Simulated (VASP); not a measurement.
# SiPdRu5 (P4/mmm) in VASP: single point with PBE

Aim: the single point of SiPdRu5 with PBE.

Program: VASP 6.6.1. These are calculated values, not measurements. Logs are shortened: lines on timing, memory, paths and dates and some standing lists are left out, and cuts for length are marked.

## (1) The cell of the first run

It takes space group P4/mmm (No. 123, tetragonal). The conventional cell has a = 3.945 Å, b = 3.945 Å, c = 6.499 Å, α = 90.00°, β = 90.00°, γ = 90.00°. Within 3.2 Å of Si (site symmetry 4/mmm) lie 8 Ru at 2.41 Å. Within 3.6 Å of Ru (site symmetry 4/mmm) lie 8 Ru at 2.71 Å and 4 Pd at 2.79 Å and 2 Si at 3.25 Å. Ru (site symmetry 2mm) has 2 Si at 2.41 Å and 7 Ru at 2.71 to 2.79 Å and 2 Pd at 2.71 Å within 3.2 Å. Within 3.6 Å of Pd (site symmetry 4/mmm) lie 12 Ru at 2.71 to 2.79 Å.

## (2) Single point, PBE

Input file INCAR:

```
PREC = Accurate
ENCUT = 520
EDIFF = 1E-7
ISMEAR = 0
SIGMA = 0.1
LREAL = False
LASPH = True
NELM = 60
ALGO = Fast
ISIF = 2
LWAVE = False
LCHARG = False
GGA = PE
NBANDS = 51
```

Input file KPOINTS:

```
Automatic mesh
0
Gamma
  8 8 6
```

Input file POSCAR:

```
SiPdRu5
1.0
    3.9447136851      0.0000000000      0.0000000000
    0.0000000000      3.9447136851      0.0000000000
    0.0000000000      0.0000000000      6.4985391181
Si Ru Pd
1 5 1
Direct
    0.0000000000      0.0000000000      0.5000000000
    0.0000000000      0.0000000000      0.0000000000
    0.5000000000      0.0000000000      0.7142525574
    0.0000000000      0.5000000000      0.7142525574
    0.5000000000      0.0000000000      0.2857474426
    0.0000000000      0.5000000000      0.2857474426
    0.5000000000      0.5000000000      0.0000000000
```

Potentials or basis: VASP PAW PBE potentials, release 64 (Si, Ru_pv, Pd).

Command:

```sh
$ cat potpaw_PBE.64/Si/POTCAR potpaw_PBE.64/Ru_pv/POTCAR potpaw_PBE.64/Pd/POTCAR > POTCAR
$ mpirun -np 1 vasp_std > vasp.out
```

OUTCAR:

```text
PREC = Accurate
   ENCUT = 520
   EDIFF = 1E-7
   ISMEAR = 0
   LREAL = False
   LASPH = True
   NELM = 60
   ISIF = 2
   GGA = PE

 ion  position               nearest neighbor table
   1  0.000  0.000  0.500-   3 2.41   4 2.41   5 2.41   6 2.41   4 2.41   6 2.41   3 2.41   5 2.41
                             2 3.25   2 3.25
   2  0.000  0.000  0.000-   3 2.71   4 2.71   5 2.71   6 2.71   4 2.71   6 2.71   3 2.71   5 2.71
                             7 2.79   7 2.79   7 2.79   7 2.79   1 3.25   1 3.25
   3  0.500  0.000  0.714-   1 2.41   1 2.41   7 2.71   7 2.71   2 2.71   2 2.71   5 2.78   4 2.79
                             4 2.79   4 2.79   4 2.79
   4  0.000  0.500  0.714-   1 2.41   1 2.41   7 2.71   2 2.71   2 2.71   7 2.71   6 2.78   3 2.79
                             3 2.79   3 2.79   3 2.79
   5  0.500  0.000  0.286-   1 2.41   1 2.41   7 2.71   7 2.71   2 2.71   2 2.71   3 2.78   6 2.79
                             6 2.79   6 2.79   6 2.79
   6  0.000  0.500  0.286-   1 2.41   1 2.41   7 2.71   2 2.71   2 2.71   7 2.71   4 2.78   5 2.79
                             5 2.79   5 2.79   5 2.79
   7  0.500  0.500  0.000-   3 2.71   4 2.71   5 2.71   6 2.71   3 2.71   5 2.71   4 2.71   6 2.71
                             2 2.79   2 2.79   2 2.79   2 2.79

  LATTYP: Found a simple tetragonal cell.
 ALAT       =     3.9447136851
 C/A-ratio  =     1.6474045107

  Lattice vectors:

 A1 = (   3.9447136851,   0.0000000000,   0.0000000000)
 A2 = (   0.0000000000,   3.9447136851,   0.0000000000)
 A3 = (   0.0000000000,   0.0000000000,   6.4985391181)

Analysis of symmetry for initial positions (statically):
=====================================================================
 Subroutine PRICEL returns:
 Original cell was already a primitive cell.

 Routine SETGRP: Setting up the symmetry group for a
 simple tetragonal supercell.

 Subroutine GETGRP returns: Found 16 space group operations
 (whereof 16 operations were pure point group operations)
 out of a pool of 16 trial point group operations.

The static configuration has the point symmetry D_4h.

Analysis of symmetry for dynamics (positions and initial velocities):
=====================================================================
 Subroutine PRICEL returns:
 Original cell was already a primitive cell.

 Routine SETGRP: Setting up the symmetry group for a
 simple tetragonal supercell.

 Subroutine GETGRP returns: Found 16 space group operations
 (whereof 16 operations were pure point group operations)
 out of a pool of 16 trial point group operations.

The dynamic configuration has the point symmetry D_4h.

 Subroutine INISYM returns: Found 16 space group operations
 (whereof 16 operations are pure point group operations),
 and found     1 'primitive' translations

----------------------------------------------------------------------------------------

                                     Primitive cell

  volume of cell :     101.1222

  direct lattice vectors                    reciprocal lattice vectors
     3.944713685  0.000000000  0.000000000     0.253503823  0.000000000  0.000000000
     0.000000000  3.944713685  0.000000000     0.000000000  0.253503823  0.000000000
     0.000000000  0.000000000  6.498539118     0.000000000  0.000000000  0.153880739

  length of vectors
     3.944713685  3.944713685  6.498539118     0.253503823  0.253503823  0.153880739

  position of ions in fractional coordinates (direct lattice)
     0.000000000  0.000000000  0.500000000
     0.000000000  0.000000000  0.000000000
     0.500000000  0.000000000  0.714252557
     0.000000000  0.500000000  0.714252557
     0.500000000  0.000000000  0.285747443
     0.000000000  0.500000000  0.285747443
     0.500000000  0.500000000  0.000000000

  ion indices of the primitive-cell ions
   primitive index   ion index
                 1           1
                 2           2
                 3           3
                 4           4
                 5           5
                 6           6
                 7           7

----------------------------------------------------------------------------------------

 KPOINTS: Automatic mesh

Automatic generation of k-mesh.
 Grid dimensions read from file:
 generate k-points for:    8    8    6

 Generating k-lattice:

  Cartesian coordinates                     Fractional coordinates (reciprocal lattice)
     0.031687978  0.000000000  0.000000000     0.125000000  0.000000000  0.000000000
     0.000000000  0.031687978  0.000000000     0.000000000  0.125000000  0.000000000
     0.000000000  0.000000000  0.025646790     0.000000000  0.000000000  0.166666667

  Length of vectors
     0.031687978  0.031687978  0.025646790

  Shift w.r.t. Gamma in fractional coordinates (k-lattice)
     0.000000000  0.000000000  0.000000000

 Subroutine IBZKPT returns following result:
 ===========================================

 Found     60 irreducible k-points:

 Following reciprocal coordinates:
            Coordinates               Weight
  0.000000  0.000000  0.000000      1.000000
  0.125000  0.000000  0.000000      4.000000
  0.250000  0.000000  0.000000      4.000000
  0.375000  0.000000  0.000000      4.000000
  0.500000  0.000000  0.000000      2.000000
  0.125000  0.125000  0.000000      4.000000
[... 16 lines left out ...]
  0.375000  0.125000  0.166667     16.000000
  0.500000  0.125000  0.166667      8.000000
 [... further k-points ...]
   k-points           NKPTS =     60   k-points in BZ     NKDIM =     60   number of bands    NBANDS=     51
   number of dos      NEDOS =    301   number of ions     NIONS =      7
   total plane-waves  NPLWV =  43200
   dimension x,y,z NGX =    30 NGY =   30 NGZ =   48
   dimension x,y,z NGXF=    60 NGYF=   60 NGZF=   96
   ions per type =               1   5   1
   NGX,Y,Z   is equivalent  to a cutoff of  12.64, 12.64, 12.28 a.u.
   NGXF,Y,Z  is equivalent  to a cutoff of  25.29, 25.29, 24.56 a.u.
 SYSTEM =  unknown system
   PREC   = accura    normal or accurate (medium, high low for compatibility)
   ISTART =      0    job   : 0-new  1-cont  2-samecut
   ICHARG =      2    charge: 1-file 2-atom 10-const
   ISPIN  =      1    spin polarized calculation?
   LNONCOLLINEAR =      F non collinear calculations
   LSORBIT =      F    spin-orbit coupling
   LASPH  =      T    aspherical Exc in radial PAW
   ENCUT  =  520.0 eV  38.22 Ry    6.18 a.u.   7.33  7.33 12.08*2*pi/ulx,y,z
   NELM   =     60;   NELMIN=  2; NELMDL= -5     # of ELM steps
   EDIFF  = 0.1E-06   stopping-criterion for ELM
   LREAL  =      F    real-space projection
   EDIFFG = 0.1E-05   stopping-criterion for IOM
   NSW    =      0    number of steps for IOM
   IBRION =     -1    ionic relax: 0-MD 1-quasi-New 2-CG
   NFREE  =      0    steps in history (QN), initial steepest desc. (CG)
   ISIF   =      2    stress and relaxation
   ISYM   =      2    0-nonsym 1-usesym 2-fastsym
   POTIM  = 0.5000    time-step for ionic-motion
   TEBEG  =    0.0;   TEEND  =   0.0 temperature during run
   PSTRESS=    0.0 pullay stress
   NELECT =      84.0000    total number of electrons
   NUPDOWN=      -1.0000    fix difference up-down
   EMIN   =  10.00;   EMAX   =-10.00  energy-range for DOS
   EFERMI =   0.00;   METHOD = LEGACY
   ISMEAR =     0;   SIGMA  =   0.10  broadening in eV -4-tet -1-fermi 0-gaus
   EFERMI_NEDOS =   21; number of points for ismear=-14 and -15
   IALGO  =     68    algorithm
   IMIX   =      4    mixing-type and parameters
     AMIX     =   0.40;   BMIX     =  1.00
     AMIX_MAG =   1.60;   BMIX_MAG =  1.00
  volume/ion in A,a.u.               =      14.45        97.49
  Fermi-wavevector in a.u.,A,eV,Ry     =   1.538931  2.908157 32.222776  2.368307
  Thomas-Fermi vector in A             =   2.645230
   LORBIT       =      0    0 simple, 1 ext, 2 COOP (PROOUT), +10 PAW based schemes
   GGA     = PE    functional components
   LHFCALC =     F    Hartree Fock is set to
   AEXX    =    0.0000 exact exchange contribution
   IVDW    =     0    specifies the selected vdW correction
   LEPSILON=     F    determine dielectric tensor
   LRPA    =     F    only Hartree local field effects (RPA)
 non-spin polarized calculation
 RMM-DIIS sequential band-by-band and
 Gauss-broadening in eV      SIGMA  =   0.10
  energy-cutoff  :      520.00
  volume of cell :      101.12
 maximum number of plane-waves:      2768
 NGX is ok and might be reduce to    30
   NGX = 15   NGY = 15   NGZ = 25

 number of electron      83.9999952 magnetization

 Free energy of the ion-electron system (eV)
  ---------------------------------------------------
  ext. energy  EPLUGINS =         0.00000000
  ---------------------------------------------------
  free energy    TOTEN  =       -55.66370551 eV

  energy without entropy =      -55.61165237  energy(sigma->0) =      -55.63767894

 E-fermi :  11.1277     XC(G=0): -13.2235

 val. band max:       11.1268069482   @ k =   0.3750   0.2500   0.5000
 cond. band min:      11.1293288351   @ k =   0.3750   0.1250   0.5000
 fundamental gap:      0.0025218869
 Fermi energy:        11.1276535757

 k-point     1 :       0.0000    0.0000    0.0000
  band No.  band energies     occupation
      1     -31.8380      2.00000
      2     -31.8380      2.00000
      3     -31.7561      2.00000
      4     -31.7118      2.00000
      5     -31.6521      2.00000
      6     -31.6521      2.00000
[... 43 lines left out ...]
     50      13.0024      0.00000
     51      16.9386      0.00000

 k-point     2 :       0.1250    0.0000    0.0000
  band No.  band energies     occupation
      1     -31.8415      2.00000
      2     -31.8318      2.00000
      3     -31.7691      2.00000
      4     -31.7023      2.00000
      5     -31.6401      2.00000
      6     -31.6300      2.00000
[... 43 lines left out ...]
     50      13.8831      0.00000
     51      17.3080      0.00000

 k-point     3 :       0.2500    0.0000    0.0000
  band No.  band energies     occupation
      1     -31.8519      2.00000
      2     -31.8166      2.00000
      3     -31.7876      2.00000
      4     -31.6767      2.00000
      5     -31.6371      2.00000
      6     -31.6063      2.00000
[... 1123 lines left out ...]
     50      14.2901      0.00000
     51      15.4675      0.00000

 k-point    24 :       0.5000    0.1250    0.1667
  band No.  band energies     occupation
      1     -31.8555      2.00000
      2     -31.8415      2.00000
      3     -31.8120      2.00000
      4     -31.6499      2.00000
      5     -31.5831      2.00000
      6     -31.5506      2.00000
[... 43 lines left out ...]
     50      14.5637      0.00000
     51      15.6378      0.00000

 [... further k-points ...]

------------------------ aborting loop because EDIFF is reached ----------------------------------------

  FORCE on cell =-STRESS in cart. coord.  units (eV):
  Direction    XX          YY          ZZ          XY          YZ          ZX
  --------------------------------------------------------------------------------------
  -------------------------------------------------------------------------------------
  Total       -0.0823291     -0.0823291     -0.0895134      0.0000000      0.0000000     -0.0000000
  in kB       -1.3044195     -1.3044195     -1.4182466      0.0000000      0.0000000     -0.0000000
  external PRESSURE =      -1.3423618 kB  Pullay stress =       0.0000000 kB

 VOLUME and BASIS-vectors are now :
 -----------------------------------------------------------------------------
  energy-cutoff  :      520.00
  volume of cell :      101.12
      direct lattice vectors                 reciprocal lattice vectors
     3.944713685  0.000000000  0.000000000     0.253503823  0.000000000  0.000000000
     0.000000000  3.944713685  0.000000000     0.000000000  0.253503823  0.000000000
     0.000000000  0.000000000  6.498539118     0.000000000  0.000000000  0.153880739

 POSITION                                       TOTAL-FORCE (eV/Angst)
 -----------------------------------------------------------------------------------
      0.00000      0.00000      3.24927         0.000000      0.000000      0.000000
      0.00000      0.00000      0.00000         0.000000      0.000000      0.000000
      1.97236      0.00000      4.64160         0.000000     -0.000000      0.016128
      0.00000      1.97236      4.64160         0.000000     -0.000000      0.016128
      1.97236      0.00000      1.85694        -0.000000      0.000000     -0.016128
      0.00000      1.97236      1.85694        -0.000000      0.000000     -0.016128
      1.97236      1.97236      0.00000         0.000000      0.000000      0.000000
 -----------------------------------------------------------------------------------
    total drift:                                0.000000      0.000000      0.000000

  FREE ENERGIE OF THE ION-ELECTRON SYSTEM (eV)
  ---------------------------------------------------
  free  energy   TOTEN  =       -55.6637055147 eV

  energy  without entropy=      -55.6116523654  energy(sigma->0) =      -55.63767894
```

It took 3.1 min on 1 thread of Intel Xeon 6975P-C (Granite Rapids), shared host; peak memory 0.38 GiB.

Results:

```
Free energy            : -55.6637 eV
Pressure               : -0.1 GPa
Largest force          : 0.016 eV/Å
Band gap on the k mesh : zero (band 42 reaches 11.79 eV, above the bottom of band 43 at 10.76 eV)
```

Forces on the atoms (eV/Å):
```
Si   0.000  0.000  0.000
Ru   0.000  0.000  0.000
Ru   0.000  0.000  0.016
Ru   0.000  0.000  0.016
Ru   0.000  0.000 -0.016
Ru   0.000  0.000 -0.016
Pd   0.000  0.000  0.000
```

Levels at points of the mesh, in eV from the Fermi level:
```
           k point  band 40  band 41  band 42  band 43  band 44  band 45
(0.00, 0.00, 0.00)     0.43     0.44     0.51     0.67     0.75     0.89
(0.50, 0.00, 0.00)    -1.20    -1.18    -0.43    -0.36    -0.33    -0.29
(0.50, 0.50, 0.00)     0.13     0.21     0.21     0.22     0.25     0.45
(0.00, 0.00, 0.50)    -0.09     0.07     0.36     0.44     0.74     1.11
(0.50, 0.00, 0.50)    -0.81    -0.80    -0.41    -0.20    -0.05     0.01
(0.50, 0.50, 0.50)    -1.21    -0.48    -0.04    -0.04    -0.02     0.23
```
